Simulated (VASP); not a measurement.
Write the native input for VASP 6.6.1 that does the following.

| Quantity | Value |
| --- | --- |
| Task | single point |
| Functional | PBE |
| Potentials or basis | VASP PAW PBE potentials, release 64 (Ni, Si) |
| Cutoff | 520 eV |
| k mesh | 9 × 9 × 9 |
| Occupations | gaussian, width 0.021 eV |
| Spin | collinear spin, ferromagnetic start |
| Starting moments | [1.0, 0.0, 0.0] μB |
| Dipole correction | no |
| Further INCAR settings | ALGO = Normal; EDIFF = 1e-06; NBANDS = 20 |

The structure of Si2Ni lies in POSCAR:

```
Si2Ni
1.0
    0.0000000000      2.7030000000      2.7030000000
    2.7030000000      0.0000000000      2.7030000000
    2.7030000000      2.7030000000      0.0000000000
Ni Si
1 2
Direct
    0.0000000000      0.0000000000      0.0000000000
    0.7500000000      0.7500000000      0.7500000000
    0.2500000000      0.2500000000      0.2500000000
```

One way to write it, as run:

INCAR

```
PREC = Accurate
ENCUT = 520
EDIFF = 1E-6
ISMEAR = 0
SIGMA = 0.020999999999999998
LREAL = False
LASPH = True
NELM = 150
ALGO = Normal
ISIF = 2
LWAVE = False
LCHARG = False
ISPIN = 2
MAGMOM = 1 0 0
LORBIT = 11
LMAXMIX = 4
GGA = PE
NBANDS = 20
```

KPOINTS

```
Automatic mesh
0
Gamma
  9 9 9
```

Potentials or basis: VASP PAW PBE potentials, release 64 (Ni, Si).

Launch:

```bash
$ cat potpaw_PBE.64/Ni/POTCAR potpaw_PBE.64/Si/POTCAR > POTCAR
$ mpirun -np 1 vasp_std > vasp.out
```

Results of the run:

```
Pressure                                              : 3.8 GPa
Band gap on the k mesh                                : zero (filled and empty bands overlap)
Net moment                                            : 0.00 μB per cell
Valence electrons inside the program's atomic spheres : Ni 9.81; Si 1.59
```

Caveat: the cell stands under pressure.

It took 29 s on 1 thread of AMD EPYC 9R45 96-Core Processor (Zen 5), on a shared host, peak memory 0.16 GiB.
